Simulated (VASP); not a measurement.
# CdS (Cm) in VASP: notebook, part 2 of 2

VASP 6.6.1. Earlier steps stand in the parts before.

### 3 Single point, PBE (atom 3 (S) moved by (-0.200, +0.000) A along y and z)

File INCAR:

```
SYSTEM = CdS
ALGO     = Normal         ! electronic algorithm
EDIFF    = 1E-6           ! SCF threshold, eV
ENCUT    = 520            ! plane-wave cutoff, eV
GGA      = PE             ! functional
ISIF     = 2              ! what is computed and relaxed
ISMEAR   = 0              ! smearing method
LASPH    = .TRUE.         ! aspherical terms in the spheres
LCHARG   = .TRUE.         ! write CHGCAR
LELF     = .TRUE.         ! ELF
LREAL    = .FALSE.        ! projectors in reciprocal space
LVHAR    = .TRUE.       
LWAVE    = .FALSE.        ! write WAVECAR
NBANDS   = 26             ! bands
NELM     = 80             ! most SCF steps
PREC     = Accurate       ! precision mode
SIGMA    = 0.05           ! smearing width, eV
```

File KPOINTS:

```
k-points
0
G
  12 12 4
  0 0 0
```

File POSCAR:

```
CdS
1.0
    4.1347992034      0.0000000000      0.0000000000
   -2.0673996017      3.5808411497      0.0000000000
    0.0000000000      0.0000000000      6.7490000000
Cd S
2 2
Direct
    0.3333333333      0.6666666667      0.0000000000
    0.6666666667      0.3333333333      0.5000000000
    0.3054069340      0.6108138679      0.3850000000
    0.6666666667      0.3333333333      0.8850000000
```

Potentials or basis: VASP PAW PBE potentials, release 64 (Cd, S).

Run with:

```
$ cat potpaw_PBE.64/Cd/POTCAR potpaw_PBE.64/S/POTCAR > POTCAR
$ mpirun -np 1 vasp_std > vasp.out
```

Wall time 3 min (1 thread of Intel Xeon 6975P-C (Granite Rapids), shared host); peak memory 0.47 GiB.

Results (log left out):

- Free energy: -12.1369 eV
- Pressure: 3.3 GPa
- Largest force: 1.053 eV/Å
- Band gap on the k mesh: 1.24 eV, direct

Forces in eV/Å, atoms in the order of the input:
```
Cd   0.000 -0.016  0.288
Cd   0.000 -0.848  0.422
S    0.000  0.949 -0.456
S    0.000 -0.084 -0.254
```

Stress tensor (GPa, compression positive):
```
 6.57  0.00  0.00
 0.00  2.00 -0.95
 0.00 -0.95  1.48
```

Levels at points of the mesh, in eV from the valence-band top:
| k point | band 16 | band 17 | band 18 | band 19 | band 20 | band 21 |
| --- | --- | --- | --- | --- | --- | --- |
| (0.00, 0.00, 0.00) | -0.03 | -0.02 | 0.00 | 1.24 | 2.76 | 6.49 |
| (0.50, 0.00, 0.00) | -1.82 | -1.34 | -0.80 | 3.79 | 3.91 | 5.30 |
| (0.00, 0.50, 0.00) | -1.87 | -0.97 | -0.81 | 3.49 | 3.80 | 4.73 |
| (0.00, 0.00, 0.50) | -0.38 | -0.35 | -0.19 | 2.81 | 2.85 | 6.11 |
| (0.50, 0.00, 0.50) | -1.37 | -1.25 | -1.10 | 3.39 | 3.53 | 5.28 |
| (0.00, 0.50, 0.50) | -1.40 | -1.34 | -1.26 | 3.46 | 3.76 | 5.03 |

Caveat: the cell differs from its parent crystal (atom 3 (S) moved by (-0.200, +0.000) A along y and z); forces of over 1 eV/Å act on the atoms, so gaps and moduli don't describe the material at rest.

### 4 Single point, PBE (atom 3 (S) moved by (-0.200, -0.100) A along y and z)

File INCAR:

```
ALGO = Normal
EDIFF = 1E-6
ENCUT = 520
GGA = PE
ISIF = 2
ISMEAR = 0
LASPH = T
LCHARG = F
LREAL = F
LWAVE = F
NBANDS = 26
NELM = 100
PREC = Accurate
SIGMA = 0.05
```

File KPOINTS:

```
k-points
0
Gamma
  12 12 4
```

POSCAR: that of step 3 with these lines changed.

```diff
@@ -10,3 +10,3 @@
     0.6666666667      0.3333333333      0.5000000000
-    0.3054069340      0.6108138679      0.3850000000
+    0.3054069340      0.6108138679      0.3701829901
     0.6666666667      0.3333333333      0.8850000000
```

Run with:

```
$ cat potpaw_PBE.64/Cd/POTCAR potpaw_PBE.64/S/POTCAR > POTCAR
$ mpirun -np 1 vasp_std > vasp.out
```

Wall time 3.7 min (1 thread of Intel Xeon 6975P-C (Granite Rapids), shared host); peak memory 0.47 GiB.

It converged, with:

```yaml
Free_energy: -12.1480 eV
Pressure: 3.2 GPa
Largest_force: 0.819 eV/Å
Band_gap_on_the_k_mesh: 1.21 eV, direct
```

Forces in eV/Å, atoms in the order of the input:
```
Cd   0.000  0.019 -0.064
Cd   0.000 -0.703  0.308
S    0.000  0.772  0.274
S    0.000 -0.089 -0.519
```

Stress tensor (GPa, compression positive):
```
 5.45  0.00  0.00
 0.00  1.64 -0.97
 0.00 -0.97  2.63
```

Levels at points of the mesh, in eV from the valence-band top:
```tsv
k point	band 14	band 15	band 16	band 17	band 18	band 19	band 20	band 21	band 22	band 23
(0.00, 0.00, 0.00)	-0.86	-0.63	-0.05	-0.02	0.00	1.21	2.83	6.47	6.50	6.68
(0.50, 0.00, 0.00)	-3.67	-2.56	-1.82	-1.40	-0.74	3.79	3.91	5.25	6.27	7.12
(0.00, 0.50, 0.00)	-3.21	-2.73	-1.87	-1.05	-0.75	3.43	3.89	4.68	6.55	7.04
(0.00, 0.00, 0.50)	-2.40	-0.55	-0.43	-0.37	-0.21	2.81	2.90	5.83	6.48	6.58
(0.50, 0.00, 0.50)	-4.19	-1.48	-1.41	-1.26	-1.08	3.30	3.53	5.20	5.57	7.84
(0.00, 0.50, 0.50)	-3.72	-1.41	-1.40	-1.36	-1.29	3.42	3.72	5.17	5.28	7.64
```

Caveat: the cell differs from its parent crystal (atom 3 (S) moved by (-0.200, -0.100) A along y and z).

### 5 Single point, PBE (atom 3 (S) moved by (-0.200, +0.100) A along y and z)

File INCAR:

```
  ALGO = Normal
  EDIFF = 1E-7
  ENCUT = 520
  GGA = PE
  ISIF = 2
  ISMEAR = 0
  LASPH = T
  LCHARG = F
  LREAL = F
  LWAVE = F
  NBANDS = 26
  NELM = 100
  PREC = Accurate
  SIGMA = 0.05
```

KPOINTS is that of step 4.

POSCAR: that of step 4 with these lines changed.

```diff
@@ -10,3 +10,3 @@
     0.6666666667      0.3333333333      0.5000000000
-    0.3054069340      0.6108138679      0.3701829901
+    0.3054069340      0.6108138679      0.3998170099
     0.6666666667      0.3333333333      0.8850000000
```

Run with:

```
$ cat potpaw_PBE.64/Cd/POTCAR potpaw_PBE.64/S/POTCAR > POTCAR
$ mpirun -np 1 vasp_std > vasp.out
```

It took 3.4 min on 1 thread of Intel Xeon 6975P-C (Granite Rapids), shared host; peak memory 0.47 GiB.

It converged, with:

- Free energy: -12.0638 eV
- Pressure: 3.7 GPa
- Largest force: 1.481 eV/Å
- Band gap on the k mesh: 1.22 eV, direct

Forces on the atoms (eV/Å):
```
Cd   0.000 -0.036  0.477
Cd   0.000 -0.998  0.494
S    0.000  1.115 -0.975
S    0.000 -0.081  0.003
```

Stress tensor (GPa, compression positive):
```
 7.78  0.00  0.00
 0.00  2.42 -0.93
 0.00 -0.93  0.85
```

Levels at points of the mesh, in eV from the valence-band top:
| k point | band 14 | band 15 | band 16 | band 17 | band 18 | band 19 | band 20 | band 21 | band 22 | band 23 |
| --- | --- | --- | --- | --- | --- | --- | --- | --- | --- | --- |
| (0.00, 0.00, 0.00) | -0.85 | -0.58 | -0.07 | -0.07 | 0.00 | 1.22 | 2.67 | 6.42 | 6.49 | 6.66 |
| (0.50, 0.00, 0.00) | -3.77 | -2.44 | -1.85 | -1.30 | -0.89 | 3.70 | 3.91 | 5.25 | 6.24 | 7.33 |
| (0.00, 0.50, 0.00) | -3.41 | -2.64 | -1.91 | -0.93 | -0.90 | 3.48 | 3.68 | 4.73 | 6.59 | 7.31 |
| (0.00, 0.00, 0.50) | -2.28 | -0.61 | -0.40 | -0.35 | -0.19 | 2.75 | 2.81 | 5.75 | 6.37 | 6.44 |
| (0.50, 0.00, 0.50) | -4.14 | -1.54 | -1.37 | -1.25 | -1.10 | 3.33 | 3.57 | 5.15 | 5.32 | 7.85 |
| (0.00, 0.50, 0.50) | -3.92 | -1.51 | -1.44 | -1.34 | -1.18 | 3.43 | 3.80 | 4.81 | 5.37 | 7.68 |

Caveat: the cell differs from its parent crystal (atom 3 (S) moved by (-0.200, +0.100) A along y and z); forces of over 1 eV/Å act on the atoms, so gaps and moduli don't describe the material at rest.

### 6 Single point, PBE (atom 3 (S) moved by (-0.200, +0.200) A along y and z)

File INCAR:

```
PREC = Accurate
ENCUT = 520
EDIFF = 1E-6
ISMEAR = 0
SIGMA = 0.05
LREAL = False
LASPH = True
NELM = 100
ALGO = Normal
ISIF = 2
LWAVE = False
LCHARG = False
GGA = PE
NBANDS = 26
```

File KPOINTS:

```
regular mesh
0
Gamma
  12 12 4
```

POSCAR: that of step 5 with these lines changed.

```diff
@@ -10,3 +10,3 @@
     0.6666666667      0.3333333333      0.5000000000
-    0.3054069340      0.6108138679      0.3998170099
+    0.3054069340      0.6108138679      0.4146340199
     0.6666666667      0.3333333333      0.8850000000
```

Potentials or basis: VASP PAW PBE potentials, release 64 (Cd, S).

Run with:

```
$ cat potpaw_PBE.64/Cd/POTCAR potpaw_PBE.64/S/POTCAR > POTCAR
$ mpirun -np 1 vasp_std > vasp.out
```

Run time: 9.7 min. Hardware: 1 thread of Oxide Virtual Turin-like, shared host; peak memory 0.43 GiB.

It converged, with:

```yaml
Free_energy: -11.9475 eV
Pressure: 4.2 GPa
Largest_force: 1.836 eV/Å
Band_gap_on_the_k_mesh: 1.20 eV, direct
```

Forces on the atoms (eV/Å):
```
Cd   0.000 -0.046  0.555
Cd   0.000 -1.147  0.517
S    0.000  1.270 -1.325
S    0.000 -0.078  0.253
```

Stress tensor (GPa, compression positive):
```
 9.02  0.00  0.00
 0.00  2.86 -0.90
 0.00 -0.90  0.58
```

Levels at points of the mesh, in eV from the valence-band top:
```csv
k point,band 14,band 15,band 16,band 17,band 18,band 19,band 20,band 21,band 22,band 23
"(0.00, 0.00, 0.00)",-0.88,-0.59,-0.15,-0.12,0.00,1.20,2.59,6.33,6.47,6.54
"(0.50, 0.00, 0.00)",-3.82,-2.39,-1.90,-1.26,-0.98,3.59,3.89,5.16,6.29,7.39
"(0.00, 0.50, 0.00)",-3.51,-2.60,-1.96,-0.99,-0.90,3.42,3.58,4.70,6.66,7.40
"(0.00, 0.00, 0.50)",-2.22,-0.67,-0.43,-0.35,-0.17,2.66,2.79,5.39,6.31,6.64
"(0.50, 0.00, 0.50)",-4.14,-1.63,-1.38,-1.25,-1.07,3.22,3.63,4.93,5.33,7.79
"(0.00, 0.50, 0.50)",-4.02,-1.64,-1.46,-1.36,-1.10,3.35,3.83,4.59,5.41,7.56
```

Caveat: the cell differs from its parent crystal (atom 3 (S) moved by (-0.200, +0.200) A along y and z); forces of over 1 eV/Å act on the atoms, so gaps and moduli don't describe the material at rest. A k mesh can miss the band edges.

### 7 Single point, PBE (atom 3 (S) moved by (+0.200, -0.200) A along y and z)

File INCAR:

```
SYSTEM = CdS
PREC = Accurate ; ENCUT = 520
EDIFF = 1E-6 ; ISMEAR = 0
SIGMA = 0.05 ; LREAL = .FALSE.
LASPH = .TRUE. ; NELM = 80
ALGO = Normal ; ISIF = 2
LWAVE = .FALSE. ; LCHARG = .FALSE.
GGA = PE ; NBANDS = 26
```

File KPOINTS:

```
regular mesh
0
G
  12 12 4
  0 0 0
```

POSCAR: that of step 6 with these lines changed.

```diff
@@ -10,3 +10,3 @@
     0.6666666667      0.3333333333      0.5000000000
-    0.3054069340      0.6108138679      0.4146340199
+    0.3612597327      0.7225194654      0.3553659801
     0.6666666667      0.3333333333      0.8850000000
```

Run with:

```
$ cat potpaw_PBE.64/Cd/POTCAR potpaw_PBE.64/S/POTCAR > POTCAR
$ mpirun -np 1 vasp_std > vasp.out
```

It took 7.1 min on 1 thread of Oxide Virtual Turin-like, shared host; peak memory 0.44 GiB.

Results (log left out):

```
Free energy            : -12.0351 eV
Pressure               : 3.6 GPa
Largest force          : 1.668 eV/Å
Band gap on the k mesh : 1.14 eV, direct
```

Forces in eV/Å, atoms in the order of the input:
```
Cd   0.000 -0.071 -0.649
Cd   0.000  1.112  0.241
S    0.000 -1.158  1.201
S    0.000  0.117 -0.793
```

Stress tensor (GPa, compression positive):
```
1.01 0.00 0.00
0.00 5.18 1.87
0.00 1.87 4.65
```

Levels at points of the mesh, in eV from the valence-band top:
```
           k point  band 16  band 17  band 18  band 19  band 20  band 21
(0.00, 0.00, 0.00)    -0.14    -0.02     0.00     1.14     2.87     6.35
(0.50, 0.00, 0.00)    -1.88    -1.27    -0.67     3.43     3.92     4.75
(0.00, 0.50, 0.00)    -1.90    -1.57    -0.73     3.83     3.89     5.34
(0.00, 0.00, 0.50)    -0.52    -0.41    -0.22     2.78     2.91     5.54
(0.50, 0.00, 0.50)    -1.47    -1.37    -1.09     3.24     3.59     5.06
(0.00, 0.50, 0.50)    -1.43    -1.21    -1.18     3.06     3.57     5.09
```

Caveat: the cell differs from its parent crystal (atom 3 (S) moved by (+0.200, -0.200) A along y and z); forces of over 1 eV/Å act on the atoms, so gaps and moduli don't describe the material at rest. A k mesh can miss the band edges.
